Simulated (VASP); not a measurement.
# Hg (R-3m) in VASP: further runs

Runs on Hg. Level: BLYP. Tasks: relaxation of cell and atoms, single point.

Program: VASP 6.6.1. These are calculated values, not measurements. Logs are shortened: lines on timing, memory, paths and dates and some standing lists are left out, and cuts for length are marked.

## 1. The cell of the first run

Symmetry: R-3m, No. 166, trigonal system. Conventional cell: a = 3.458 Å, b = 3.458 Å, c = 6.684 Å, α = 90.00°, β = 90.00°, γ = 120.00°. Hg (site symmetry -3m) has 12 Hg at 2.99 to 3.46 Å within 3.9 Å.

## 2. Relaxation of cell and atoms, BLYP

INCAR reads:

```
  AGGAC = 1.0
  AGGAX = 1.0
  ALDAC = 0.0
  ALDAX = 1.0
  ALGO = Normal
  EDIFF = 1E-6
  EDIFFG = -0.01
  ENCUT = 600
  GGA = B5
  IBRION = 2
  ISIF = 3
  ISMEAR = -1
  LASPH = T
  LCHARG = F
  LREAL = F
  LWAVE = F
  NELM = 100
  NSW = 80
  PREC = Accurate
  SIGMA = 0.1
```

KPOINTS reads:

```
k-points
0
Gamma
  11 11 11
```

POSCAR reads:

```
Hg
1.0
    1.7290008993      0.9982391346      2.2280000000
   -1.7290008993      0.9982391346      2.2280000000
    0.0000000000     -1.9964782693      2.2280000000
Hg
1
Direct
    1.0000000000      0.0000000000      0.0000000000
```

Potentials or basis: VASP PAW PBE potentials, release 64 (Hg).

The run is started by

```console
$ cat potpaw_PBE.64/Hg/POTCAR > POTCAR
$ mpirun -np 1 vasp_std > vasp.out
```

OUTCAR:

```text
EDIFF = 1E-6
   EDIFFG = -0.01
   ENCUT = 600
   GGA = B5
   IBRION = 2
   ISIF = 3
   ISMEAR = -1
   LASPH = T
   LREAL = F
   NELM = 100
   NSW = 80
   PREC = Accurate

 ion  position               nearest neighbor table
   1  0.000  0.000  0.000-

  LATTYP: Found a trigonal (rhomboedric) cell.
 ALAT       =     2.9916399315
 COS(alpha) =     0.3319610401

  Lattice vectors:

 A1 = (   1.7290008993,   0.9982391346,   2.2280000000)
 A2 = (  -1.7290008993,   0.9982391346,   2.2280000000)
 A3 = (   0.0000000000,  -1.9964782693,   2.2280000000)

Analysis of symmetry for initial positions (statically):
=====================================================================
 Subroutine PRICEL returns:
 Original cell was already a primitive cell.

 Routine SETGRP: Setting up the symmetry group for a
 trigonal (rhombohedral) supercell.

 Subroutine GETGRP returns: Found 12 space group operations
 (whereof 12 operations were pure point group operations)
 out of a pool of 12 trial point group operations.

The static configuration has the point symmetry D_3d.

Analysis of symmetry for dynamics (positions and initial velocities):
=====================================================================
 Subroutine PRICEL returns:
 Original cell was already a primitive cell.

 Routine SETGRP: Setting up the symmetry group for a
 trigonal (rhombohedral) supercell.

 Subroutine GETGRP returns: Found 12 space group operations
 (whereof 12 operations were pure point group operations)
 out of a pool of 12 trial point group operations.

The dynamic configuration has the point symmetry D_3d.

 Subroutine INISYM returns: Found 12 space group operations
 (whereof 12 operations are pure point group operations),
 and found     1 'primitive' translations

----------------------------------------------------------------------------------------

                                     Primitive cell

  volume of cell :      23.0726

  direct lattice vectors                    reciprocal lattice vectors
     1.729000899  0.998239135  2.228000000     0.289184349  0.166960662  0.149611011
    -1.729000899  0.998239135  2.228000000    -0.289184349  0.166960662  0.149611011
     0.000000000 -1.996478269  2.228000000     0.000000000 -0.333921324  0.149611011

  length of vectors
     2.991639931  2.991639931  2.991639932     0.365905596  0.365905596  0.365905596

  position of ions in fractional coordinates (direct lattice)
     0.000000000  0.000000000  0.000000000

  ion indices of the primitive-cell ions
   primitive index   ion index
                 1           1

----------------------------------------------------------------------------------------

 KPOINTS: k-points

Automatic generation of k-mesh.
 Grid dimensions read from file:
 generate k-points for:   11   11   11

 Generating k-lattice:

  Cartesian coordinates                     Fractional coordinates (reciprocal lattice)
     0.026289486  0.015178242  0.013601001     0.090909091  0.000000000  0.000000000
    -0.026289486  0.015178242  0.013601001     0.000000000  0.090909091  0.000000000
     0.000000000 -0.030356484  0.013601001    -0.000000000 -0.000000000  0.090909091

  Length of vectors
     0.033264145  0.033264145  0.033264145

  Shift w.r.t. Gamma in fractional coordinates (k-lattice)
     0.000000000  0.000000000  0.000000000

 Subroutine IBZKPT returns following result:
 ===========================================

 Found    146 irreducible k-points:

 Following reciprocal coordinates:
            Coordinates               Weight
  0.000000  0.000000  0.000000      1.000000
  0.090909  0.000000  0.000000      6.000000
  0.181818  0.000000  0.000000      6.000000
  0.272727  0.000000  0.000000      6.000000
  0.363636  0.000000  0.000000      6.000000
  0.454545  0.000000  0.000000      6.000000
[... 16 lines left out ...]
 -0.272727  0.181818 -0.000000     12.000000
 -0.181818  0.181818  0.000000      6.000000
 [... further k-points ...]
   k-points           NKPTS =    146   k-points in BZ     NKDIM =    146   number of bands    NBANDS=     10
   number of dos      NEDOS =    301   number of ions     NIONS =      1
   total plane-waves  NPLWV =  13824
   dimension x,y,z NGX =    24 NGY =   24 NGZ =   24
   dimension x,y,z NGXF=    48 NGYF=   48 NGZF=   48
   ions per type =               1
   NGX,Y,Z   is equivalent  to a cutoff of  13.34, 13.34, 13.34 a.u.
   NGXF,Y,Z  is equivalent  to a cutoff of  26.67, 26.67, 26.67 a.u.
 SYSTEM =  unknown system
   PREC   = accura    normal or accurate (medium, high low for compatibility)
   ISTART =      0    job   : 0-new  1-cont  2-samecut
   ICHARG =      2    charge: 1-file 2-atom 10-const
   ISPIN  =      1    spin polarized calculation?
   LNONCOLLINEAR =      F non collinear calculations
   LSORBIT =      F    spin-orbit coupling
   LASPH  =      T    aspherical Exc in radial PAW
   ENCUT  =  600.0 eV  44.10 Ry    6.64 a.u.   5.98  5.98  5.98*2*pi/ulx,y,z
   NELM   =    100;   NELMIN=  2; NELMDL= -5     # of ELM steps
   EDIFF  = 0.1E-05   stopping-criterion for ELM
   LREAL  =      F    real-space projection
   EDIFFG = -.1E-01   stopping-criterion for IOM
   NSW    =     80    number of steps for IOM
   IBRION =      2    ionic relax: 0-MD 1-quasi-New 2-CG
   NFREE  =      1    steps in history (QN), initial steepest desc. (CG)
   ISIF   =      3    stress and relaxation
   ISYM   =      2    0-nonsym 1-usesym 2-fastsym
   POTIM  = 0.5000    time-step for ionic-motion
   TEBEG  =    0.0;   TEEND  =   0.0 temperature during run
   PSTRESS=    0.0 pullay stress
   NELECT =      12.0000    total number of electrons
   NUPDOWN=      -1.0000    fix difference up-down
   EMIN   =  10.00;   EMAX   =-10.00  energy-range for DOS
   EFERMI =   0.00;   METHOD = LEGACY
   ISMEAR =    -1;   SIGMA  =   0.10  broadening in eV -4-tet -1-fermi 0-gaus
   EFERMI_NEDOS =   21; number of points for ismear=-14 and -15
   IALGO  =     38    algorithm
   IMIX   =      4    mixing-type and parameters
     AMIX     =   0.40;   BMIX     =  1.00
     AMIX_MAG =   1.60;   BMIX_MAG =  1.00
  volume/ion in A,a.u.               =      23.07       155.70
  Fermi-wavevector in a.u.,A,eV,Ry     =   1.316547  2.487914 23.582938  1.733297
  Thomas-Fermi vector in A             =   2.446652
   LORBIT       =      0    0 simple, 1 ext, 2 COOP (PROOUT), +10 PAW based schemes
   GGA     = B5    functional components
   LHFCALC =     F    Hartree Fock is set to
   AEXX    =    0.0000 exact exchange contribution
   IVDW    =     0    specifies the selected vdW correction
   LEPSILON=     F    determine dielectric tensor
   LRPA    =     F    only Hartree local field effects (RPA)
 conjugate gradient relaxation of ions
 non-spin polarized calculation
  energy-cutoff  :      600.00
  volume of cell :       23.07
 maximum number of plane-waves:       787
   NGX = 11   NGY = 11   NGZ = 11

--------------------------------------- Ionic step        1  -------------------------------------------

 number of electron      12.0000003 magnetization

 Free energy of the ion-electron system (eV)
  ---------------------------------------------------
  ext. energy  EPLUGINS =         0.00000000
  ---------------------------------------------------
  free energy    TOTEN  =         0.50986957 eV

  energy without entropy =        0.51806801  energy(sigma->0) =        0.51396879

 E-fermi :   3.5434     XC(G=0): -10.3703

 val. band max:        3.4763013006   @ k =  -0.4545   0.4545   0.4545
 cond. band min:       3.5667534318   @ k =  -0.1818   0.4545   0.0909
 fundamental gap:      0.0904521313
 Fermi energy:         3.5434412975

 k-point     1 :       0.0000    0.0000    0.0000
  band No.  band energies     occupation
      1      -5.8350      2.00000
      2      -4.3660      2.00000
      3      -4.3660      2.00000
      4      -3.0233      2.00000
      5      -2.8569      2.00000
      6      -2.8569      2.00000
      7      15.9401      0.00000
      8      16.1362      0.00000
      9      16.1362      0.00000
     10      21.2150      0.00000

 k-point     2 :       0.0909    0.0000    0.0000
  band No.  band energies     occupation
      1      -5.6502      2.00000
      2      -4.3530      2.00000
      3      -4.3052      2.00000
      4      -3.0185      2.00000
      5      -2.8816      2.00000
      6      -2.8651      2.00000
      7      14.3596      0.00000
      8      16.0950      0.00000
      9      16.2444      0.00000
     10      21.6603      0.00000
[... 865 lines left out ...]
 VOLUME and BASIS-vectors are now :
 -----------------------------------------------------------------------------
  energy-cutoff  :      600.00
  volume of cell :       51.16
      direct lattice vectors                 reciprocal lattice vectors
     2.242938802  1.294961321  2.935428505     0.222921820  0.128703973  0.113555255
    -2.242938802  1.294961321  2.935428505    -0.222921820  0.128703973  0.113555255
    -0.000000000 -2.589922643  2.935428505     0.000000000 -0.257407946  0.113555255

 POSITION                                       TOTAL-FORCE (eV/Angst)
 -----------------------------------------------------------------------------------
     -0.00000     -0.00000      0.00000        -0.000000      0.000000      0.000000
 -----------------------------------------------------------------------------------
    total drift:                                0.000000     -0.000000      0.000000

  FREE ENERGIE OF THE ION-ELECTRON SYSTEM (eV)
  ---------------------------------------------------
  free  energy   TOTEN  =         0.0460971274 eV

  energy  without entropy=        0.0460993776  energy(sigma->0) =        0.04609825

--------------------------------------- Ionic step        9  -------------------------------------------

 number of electron      12.0000003 magnetization

 Free energy of the ion-electron system (eV)
  ---------------------------------------------------
  ext. energy  EPLUGINS =         0.00000000
  ---------------------------------------------------
  free energy    TOTEN  =         0.04608289 eV

  energy without entropy =        0.04608516  energy(sigma->0) =        0.04608403

 E-fermi :  -1.1752     XC(G=0):  -6.6884

 val. band max:       -2.2860874427   @ k =  -0.4545  -0.4545   0.3636
 cond. band min:      -0.1091628799   @ k =   0.4545   0.0000   0.0000
 fundamental gap:      2.1769245627
 Fermi energy:        -1.1751600477

 k-point     1 :       0.0000    0.0000    0.0000
  band No.  band energies     occupation
      1      -6.7831      2.00000
      2      -6.7831      2.00000
      3      -6.5695      2.00000
      4      -6.5279      2.00000
      5      -6.5279      2.00000
      6      -5.7431      2.00000
      7       6.5749      0.00000
      8       6.5749      0.00000
      9       7.8458      0.00000
     10       9.1934      0.00000

 k-point     2 :       0.0909    0.0000    0.0000
  band No.  band energies     occupation
      1      -6.7809      2.00000
      2      -6.7708      2.00000
      3      -6.5678      2.00000
      4      -6.5312      2.00000
      5      -6.5289      2.00000
      6      -5.6499      2.00000
      7       5.6148      0.00000
      8       6.5654      0.00000
      9       7.6133      0.00000
     10       9.7353      0.00000
[... 299 lines left out ...]
 VOLUME and BASIS-vectors are now :
 -----------------------------------------------------------------------------
  energy-cutoff  :      600.00
  volume of cell :       51.08
      direct lattice vectors                 reciprocal lattice vectors
     2.241164779  1.293937088  2.935946344     0.223098277  0.128805850  0.113535227
    -2.241164779  1.293937088  2.935946344    -0.223098277  0.128805850  0.113535227
    -0.000000000 -2.587874177  2.935946344     0.000000000 -0.257611700  0.113535227

 POSITION                                       TOTAL-FORCE (eV/Angst)
 -----------------------------------------------------------------------------------
      2.24116     -1.29394      5.87189        -0.000000      0.000000     -0.000000
 -----------------------------------------------------------------------------------
    total drift:                                0.000000      0.000000     -0.000000

  FREE ENERGIE OF THE ION-ELECTRON SYSTEM (eV)
  ---------------------------------------------------
  free  energy   TOTEN  =         0.0460828922 eV

  energy  without entropy=        0.0460851630  energy(sigma->0) =        0.04608403

 reached required accuracy - stopping structural energy minimisation
```

Run time: 2.5 min. Hardware: 1 thread of Intel Xeon Platinum 8259CL at 2.50GHz (Skylake/Cascade Lake), shared host; peak memory 0.18 GiB.

What came out:

```
Free energy                           : 0.0461 eV
Relaxed volume                        : 51.08 Å³/atom
Relaxed cell                          : a = 3.914 Å, b = 3.914 Å, c = 3.914 Å, α = 69.87°, β = 69.87°, γ = 69.87°
Space group after relaxing (to 0.1 Å) : R-3m (No. 166)
Energy gained by relaxing             : 463.8 meV/atom
Ionic steps                           : 9
Pressure after relaxing               : 0.0 GPa
Band gap on the k mesh                : 2.18 eV (least direct gap 2.89 eV)
```

Step by step:
```tsv
step	energy change (eV)	largest force (eV/Å)	pressure (GPa)	volume (Å³)
1	0.0000	0.0000	13.59	23.07
2	-0.3023	0.0000	3.41	30.24
3	-0.3721	0.0000	2.33	34.24
4	-0.4501	0.0000	0.64	43.26
5	-0.4461	0.0000	-0.21	65.77
6	-0.4581	0.0000	-0.23	57.51
7	-0.4636	0.0000	0.05	50.05
8	-0.4638	0.0000	-0.02	51.16
9	-0.4638	0.0000	-0.01	51.08
```

Final structure:
```cif
data_structure
_symmetry_space_group_name_H-M 'P 1'
_symmetry_Int_Tables_number 1
_cell_length_a 3.9137
_cell_length_b 3.9137
_cell_length_c 3.9137
_cell_angle_alpha 69.870
_cell_angle_beta 69.870
_cell_angle_gamma 69.870
_cell_volume 51.08
loop_
_atom_site_label
_atom_site_type_symbol
_atom_site_fract_x
_atom_site_fract_y
_atom_site_fract_z
_atom_site_occupancy
Hg1 Hg 0.00000 0.00000 0.00000 1
```

Levels at points of the mesh, in eV from the valence-band top:
```csv
k point,band 4,band 5,band 6,band 7,band 8,band 9
"(0.00, 0.00, 0.00)",-4.24,-4.24,-3.46,8.86,8.86,10.13
```

Caveat: the volume moved by over 15 % at a fixed basis, so the end points are rough; the PAW data sets were made with another functional, which shifts forces and pressure a little; spin-orbit coupling is left out, which moves the levels of the heavy elements; an odd mesh through Γ misses points on the zone boundary, where band edges can lie.

## 3. Single point, BLYP

This run uses another cell than the first one, of 127.82 Å³/atom.

INCAR reads:

```
PREC = Accurate
ENCUT = 520
EDIFF = 1E-6
ISMEAR = -1
SIGMA = 0.1
LREAL = F
LASPH = T
NELM = 60
ALGO = Normal
ISIF = 2
LWAVE = F
LCHARG = T
GGA = B5
ALDAX = 1.0
AGGAX = 1.0
AGGAC = 1.0
ALDAC = 0.0
LELF = T
LVHAR = T
NBANDS = 12
```

KPOINTS reads:

```
regular mesh
0
Gamma
  11 11 11
```

POSCAR reads:

```
Hg
1.0
    3.1147292043      1.7982897445      3.8035046291
   -3.1147292043      1.7982897445      3.8035046291
    0.0000000000     -3.5965794891      3.8035046290
Hg
1
Direct
    0.0000000000      0.0000000000      0.0000000000
```

Potentials or basis: VASP PAW PBE potentials, release 64 (Hg).

The run is started by

```console
$ cat potpaw_PBE.64/Hg/POTCAR > POTCAR
$ mpirun -np 1 vasp_std > vasp.out
```

It took 2.2 min on 1 thread of Intel Xeon Platinum 8259CL at 2.50GHz (Skylake/Cascade Lake), shared host; peak memory 0.38 GiB.

Results (log left out):

| Item | Value |
| --- | --- |
| Free energy | -0.0118 eV |
| Pressure | 0.0 GPa |
| Band gap on the k mesh | 4.38 eV (least direct gap 4.72 eV) |

Levels at points of the mesh, in eV from the valence-band top:
```tsv
k point	band 2	band 3	band 4	band 5	band 6	band 7	band 8	band 9	band 10	band 11
(0.00, 0.00, 0.00)	-3.24	-3.22	-3.22	-3.22	-0.67	6.75	6.75	7.34	7.57	10.12
```

Caveat: the PAW data sets were made with another functional, which shifts forces and pressure a little; spin-orbit coupling is left out, which moves the levels of the heavy elements; an odd mesh through Γ misses points on the zone boundary, where band edges can lie.
